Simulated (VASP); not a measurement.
# InSb (F-43m) in VASP: elastic constants with PBEsol

Aim: the elastic constants of InSb with PBEsol.

Program: VASP 6.6.1. These are calculated values, not measurements. Logs are shortened: lines on timing, memory, paths and dates and some standing lists are left out, and cuts for length are marked.

## Step 1: The cell of the first run

It takes space group F-43m (No. 216, cubic). Conventional cell: a = 6.353 Å, b = 6.353 Å, c = 6.353 Å, α = 90.00°, β = 90.00°, γ = 90.00°. Within 3.6 Å of In (site symmetry -43m) lie 4 Sb at 2.75 Å. Within 3.6 Å of Sb (site symmetry -43m) lie 4 In at 2.75 Å.

## Step 2: Elastic constants, PBEsol

The input, INCAR:

```
PREC = Accurate ; ENCUT = 600
EDIFF = 1E-8 ; ISMEAR = -1
SIGMA = 0.1 ; LREAL = False
LASPH = True ; NELM = 60
ALGO = Normal ; ISIF = 3
LWAVE = False ; LCHARG = True
GGA = PS ; NBANDS = 16
IBRION = 6 ; NFREE = 2
POTIM = 0.015 ; NSW = 1
```

The input, KPOINTS:

```
Automatic mesh
0
Gamma
  12 12 12
```

The input, POSCAR:

```
InSb
1.0
    0.0000000000      3.1763738007      3.1763738007
    3.1763738007      0.0000000000      3.1763738007
    3.1763738007      3.1763738007      0.0000000000
In Sb
1 1
Direct
    0.0000000000      0.0000000000      0.0000000000
    0.7500000000      0.7500000000      0.7500000000
```

Potentials or basis: VASP PAW PBE potentials, release 64 (In_d, Sb).

Launch:

```sh
cat potpaw_PBE.64/In_d/POTCAR potpaw_PBE.64/Sb/POTCAR > POTCAR
mpirun -np 1 vasp_std > vasp.out
```

OUTCAR:

```text
PREC = Accurate
   ENCUT = 600
   EDIFF = 1E-8
   ISMEAR = -1
   LREAL = False
   LASPH = True
   NELM = 60
   ISIF = 3
   GGA = PS
   IBRION = 6
   NFREE = 2
   POTIM = 0.015
   NSW = 1

 ion  position               nearest neighbor table
   1  0.000  0.000  0.000-   2 2.75   2 2.75   2 2.75   2 2.75
   2  0.750  0.750  0.750-   1 2.75   1 2.75   1 2.75   1 2.75

  LATTYP: Found a face centered cubic cell.
 ALAT       =     6.3527476014

  Lattice vectors:

 A1 = (   0.0000000000,   3.1763738007,   3.1763738007)
 A2 = (   3.1763738007,   0.0000000000,   3.1763738007)
 A3 = (   3.1763738007,   3.1763738007,   0.0000000000)

Analysis of symmetry for initial positions (statically):
=====================================================================
 Subroutine PRICEL returns:
 Original cell was already a primitive cell.

 Routine SETGRP: Setting up the symmetry group for a
 face centered cubic supercell.

 Subroutine GETGRP returns: Found 24 space group operations
 (whereof 24 operations were pure point group operations)
 out of a pool of 48 trial point group operations.

The static configuration has the point symmetry T_d .

Analysis of symmetry for dynamics (positions and initial velocities):
=====================================================================
 Subroutine PRICEL returns:
 Original cell was already a primitive cell.

 Routine SETGRP: Setting up the symmetry group for a
 face centered cubic supercell.

 Subroutine GETGRP returns: Found 24 space group operations
 (whereof 24 operations were pure point group operations)
 out of a pool of 48 trial point group operations.

The dynamic configuration has the point symmetry T_d .

 Subroutine INISYM returns: Found 24 space group operations
 (whereof 24 operations are pure point group operations),
 and found     1 'primitive' translations

----------------------------------------------------------------------------------------

                                     Primitive cell

  volume of cell :      64.0951

  direct lattice vectors                    reciprocal lattice vectors
     0.000000000  3.176373801  3.176373801    -0.157412204  0.157412204  0.157412204
     3.176373801  0.000000000  3.176373801     0.157412204 -0.157412204  0.157412204
     3.176373801  3.176373801  0.000000000     0.157412204  0.157412204 -0.157412204

  length of vectors
     4.492070908  4.492070908  4.492070908     0.272645935  0.272645935  0.272645935

  position of ions in fractional coordinates (direct lattice)
     0.000000000  0.000000000  0.000000000
     0.750000000  0.750000000  0.750000000

  ion indices of the primitive-cell ions
   primitive index   ion index
                 1           1
                 2           2

----------------------------------------------------------------------------------------

 KPOINTS: Automatic mesh

Automatic generation of k-mesh.
 Grid dimensions read from file:
 generate k-points for:   12   12   12

 Generating k-lattice:

  Cartesian coordinates                     Fractional coordinates (reciprocal lattice)
    -0.013117684  0.013117684  0.013117684     0.083333333  0.000000000  0.000000000
     0.013117684 -0.013117684  0.013117684     0.000000000  0.083333333  0.000000000
     0.013117684  0.013117684 -0.013117684     0.000000000  0.000000000  0.083333333

  Length of vectors
     0.022720495  0.022720495  0.022720495

  Shift w.r.t. Gamma in fractional coordinates (k-lattice)
     0.000000000  0.000000000  0.000000000

 Subroutine IBZKPT returns following result:
 ===========================================

 Found     72 irreducible k-points:

 Following reciprocal coordinates:
            Coordinates               Weight
  0.000000  0.000000  0.000000      1.000000
  0.083333  0.000000  0.000000      8.000000
  0.166667  0.000000  0.000000      8.000000
  0.250000  0.000000  0.000000      8.000000
  0.333333  0.000000  0.000000      8.000000
  0.416667  0.000000  0.000000      8.000000
[... 16 lines left out ...]
  0.500000  0.166667  0.000000     24.000000
 -0.416667  0.166667  0.000000     24.000000
[... 30 lines left out ...]
   NELECT =      18.0000    total number of electrons
   NUPDOWN=      -1.0000    fix difference up-down
   EMIN   =  10.00;   EMAX   =-10.00  energy-range for DOS
   EFERMI =   0.00;   METHOD = LEGACY
   ISMEAR =    -1;   SIGMA  =   0.10  broadening in eV -4-tet -1-fermi 0-gaus
   EFERMI_NEDOS =   21; number of points for ismear=-14 and -15
   IALGO  =     38    algorithm
   IMIX   =      4    mixing-type and parameters
     AMIX     =   0.40;   BMIX     =  1.00
     AMIX_MAG =   1.60;   BMIX_MAG =  1.00
  volume/ion in A,a.u.               =      32.05       216.27
  Fermi-wavevector in a.u.,A,eV,Ry     =   1.072072  2.025923 15.637706  1.149339
  Thomas-Fermi vector in A             =   2.207832
   LORBIT       =      0    0 simple, 1 ext, 2 COOP (PROOUT), +10 PAW based schemes
   GGA     = PS    functional components
   LHFCALC =     F    Hartree Fock is set to
   AEXX    =    0.0000 exact exchange contribution
   IVDW    =     0    specifies the selected vdW correction
   LEPSILON=     F    determine dielectric tensor
   LRPA    =     F    only Hartree local field effects (RPA)
 finite differences with symmetry
 non-spin polarized calculation
  energy-cutoff  :      600.00
  volume of cell :       64.10
 maximum number of plane-waves:      2163
   NGX = 17   NGY = 17   NGZ = 17

--------------------------------------- Ionic step        1  -------------------------------------------

 number of electron      18.0000006 magnetization

 Free energy of the ion-electron system (eV)
  ---------------------------------------------------
  ext. energy  EPLUGINS =         0.00000000
  ---------------------------------------------------
  free energy    TOTEN  =        -7.64000269 eV

  energy without entropy =       -7.63904288  energy(sigma->0) =       -7.63952279

------------------------ aborting loop because EDIFF is reached ----------------------------------------

  FORCE on cell =-STRESS in cart. coord.  units (eV):
  Direction    XX          YY          ZZ          XY          YZ          ZX
  --------------------------------------------------------------------------------------
  -------------------------------------------------------------------------------------
  Total        1.6200674      1.6200674      1.6200674      0.0000000      0.0000000      0.0000000
  in kB       40.4966267     40.4966267     40.4966267      0.0000000      0.0000000      0.0000000
  external PRESSURE =      40.4966267 kB  Pullay stress =       0.0000000 kB
[... 89 lines left out ...]
  FREE ENERGIE OF THE ION-ELECTRON SYSTEM (eV)
  ---------------------------------------------------
  free  energy   TOTEN  =        -7.6121248658 eV

  energy  without entropy=       -7.6112451431  energy(sigma->0) =       -7.61168500

[... ionic steps 4 to 14 ...]

--------------------------------------- Ionic step       15  -------------------------------------------

 number of electron      18.0000003 magnetization

------------------------ aborting loop because EDIFF is reached ----------------------------------------
[... 67 lines left out ...]
--------------------------------------- Ionic step       17  -------------------------------------------

 number of electron      18.0000006 magnetization

 Free energy of the ion-electron system (eV)
  ---------------------------------------------------
  ext. energy  EPLUGINS =         0.00000000
  ---------------------------------------------------
  free energy    TOTEN  =        -7.63909641 eV

  energy without entropy =       -7.63813129  energy(sigma->0) =       -7.63861385

 E-fermi :   5.8493     XC(G=0):  -9.1234

 val. band max:        5.6907821061   @ k =   0.0000   0.0000   0.0000
 cond. band min:       6.1687032693   @ k =   0.5000   0.0000   0.0000
 fundamental gap:      0.4779211632
 Fermi energy:         5.8492580740

 k-point     1 :       0.0000    0.0000    0.0000
  band No.  band energies     occupation
      1      -9.0792      2.00000
      2      -9.0761      2.00000
      3      -9.0727      2.00000
      4      -8.9711      2.00000
      5      -8.9710      2.00000
      6      -5.5359      2.00000
[... 433 lines left out ...]
      3      -9.0452      2.00000
      4      -8.9733      2.00000
      5      -8.9695      2.00000
      6      -3.8392      2.00000
[... 8 lines left out ...]
     15      13.9527      0.00000
     16      14.2005      0.00000

 [... further k-points ...]

------------------------ aborting loop because EDIFF is reached ----------------------------------------

  FORCE on cell =-STRESS in cart. coord.  units (eV):
  Direction    XX          YY          ZZ          XY          YZ          ZX
  --------------------------------------------------------------------------------------
  -------------------------------------------------------------------------------------
  Total        1.6195663      1.6222655      1.6222655      0.0000000     -0.1528608      0.0000000
  in kB       40.4841001     40.5515737     40.5515737      0.0000000     -3.8210416      0.0000000
  external PRESSURE =      40.5290825 kB  Pullay stress =       0.0000000 kB
[... 17 lines left out ...]
  FREE ENERGIE OF THE ION-ELECTRON SYSTEM (eV)
  ---------------------------------------------------
  free  energy   TOTEN  =        -7.6390964121 eV

  energy  without entropy=       -7.6381312917  energy(sigma->0) =       -7.63861385

 INTERNAL STRAIN TENSORS FROM STRAINED CELLS
 ============================================

 INTERNAL STRAIN TENSOR FOR ION    1 for displacements in x,y,z  (eV/Angst):
          X           Y           Z          XY          YZ          ZX
  --------------------------------------------------------------------------------
  x    -0.00000     0.00000    -0.00000     0.00000   -10.15499     0.00000
  y    -0.00000    -0.00000     0.00000     0.00000    -0.00000   -10.15489
  z     0.00000     0.00000    -0.00000   -10.15487    -0.00000     0.00000

 INTERNAL STRAIN TENSORS FROM DISPLACED ATOMS
 ============================================

 INTERNAL STRAIN TENSOR FOR ION    1 for displacements in x,y,z  (eV/Angst):
          X           Y           Z          XY          YZ          ZX
  --------------------------------------------------------------------------------
  x    -0.00000     0.00000     0.00000     0.00000   -10.19806     0.00000
  y     0.00000    -0.00000     0.00000     0.00000     0.00000   -10.19806
  z     0.00000     0.00000    -0.00000   -10.19806     0.00000     0.00000

 INTERNAL STRAIN TENSOR FOR ION    2 for displacements in x,y,z  (eV/Angst):
          X           Y           Z          XY          YZ          ZX
  --------------------------------------------------------------------------------
  x    -0.00000     0.00000     0.00000     0.00000    10.19210     0.00000
  y    -0.00000     0.00000    -0.00000     0.00000     0.00000    10.19210
  z     0.00000     0.00000    -0.00000    10.19210     0.00000     0.00000

 Eigenvectors and eigenvalues of the dynamical matrix
 ----------------------------------------------------

   1 f  =    5.774717 THz    36.283617 2PiTHz  192.623824 cm-1    23.882300 meV
             X         Y         Z           dx          dy          dz
      0.000000  0.000000  0.000000     0.000000    0.717696    0.000000
      4.764561  4.764561  4.764561     0.000000   -0.696356    0.000000
[... 21 lines left out ...]
   6 f/i=    0.002549 THz     0.016015 2PiTHz    0.085020 cm-1     0.010541 meV
             X         Y         Z           dx          dy          dz
      0.000000  0.000000  0.000000     0.000000    0.000000   -0.696356
      4.764561  4.764561  4.764561     0.000000    0.000000   -0.717696

--------------------------------------------------------------------------------------------------------

 ELASTIC MODULI CONTR FROM IONIC RELAXATION (kBar)
 Direction    XX          YY          ZZ          XY          YZ          ZX
 --------------------------------------------------------------------------------
 XX          -0.0000      0.0000     -0.0000     -0.0000     -0.0000      0.0000
 YY           0.0000     -0.0000      0.0000     -0.0000     -0.0000     -0.0000
 ZZ          -0.0000      0.0000     -0.0000     -0.0000     -0.0000      0.0000
 XY          -0.0000     -0.0000     -0.0000   -322.2491      0.0000      0.0000
 YZ          -0.0000     -0.0000     -0.0000      0.0000   -322.2491      0.0000
 ZX           0.0000     -0.0000      0.0000      0.0000      0.0000   -322.2491
 --------------------------------------------------------------------------------

 TOTAL ELASTIC MODULI (kBar)
 Direction    XX          YY          ZZ          XY          YZ          ZX
 --------------------------------------------------------------------------------
 XX         749.6057    486.7329    486.7329     -0.0000     -0.0000      0.0000
 YY         486.7329    749.6057    486.7329     -0.0000     -0.0000     -0.0000
 ZZ         486.7329    486.7329    749.6057     -0.0000     -0.0000      0.0000
 XY          -0.0000     -0.0000     -0.0000    280.3157      0.0000      0.0000
 YZ          -0.0000     -0.0000     -0.0000      0.0000    280.3157      0.0000
 ZX           0.0000     -0.0000      0.0000      0.0000      0.0000    280.3157
 --------------------------------------------------------------------------------
```

Run time: 28 min. Hardware: 1 thread of Intel Xeon 6975P-C (Granite Rapids), shared host; peak memory 0.99 GiB.

Results:

```yaml
Elastic_constants_C11_C12_C44: 75, 49, 28 GPa
Voigt_bulk_modulus: 57 GPa
Highest_phonon_frequency_at_Γ_LO-TO_splitting_left_out: 193 cm⁻¹
```

Phonon frequencies in cm⁻¹ (negative: imaginary):
```
              q point        frequencies
(0.000, 0.000, 0.000)  0 0 0 193 193 193
```

Elastic tensor in Voigt notation (GPa, in the Cartesian axes of the cell as first typed):
```
75 49 49  0  0  0
49 75 49  0  0  0
49 49 75  0  0  0
 0  0  0 28  0  0
 0  0  0  0 28  0
 0  0  0  0  0 28
```

Clamped-ion elastic tensor (GPa):
```
75 49 49  0  0  0
49 75 49  0  0  0
49 49 75  0  0  0
 0  0  0 60  0  0
 0  0  0  0 60  0
 0  0  0  0  0 60
```

Caveat: the cell is under stress, which shifts elastic constants; the PAW data sets were made with another functional, which shifts forces and pressure a little; spin-orbit coupling is left out, which moves the levels of the heavy elements.
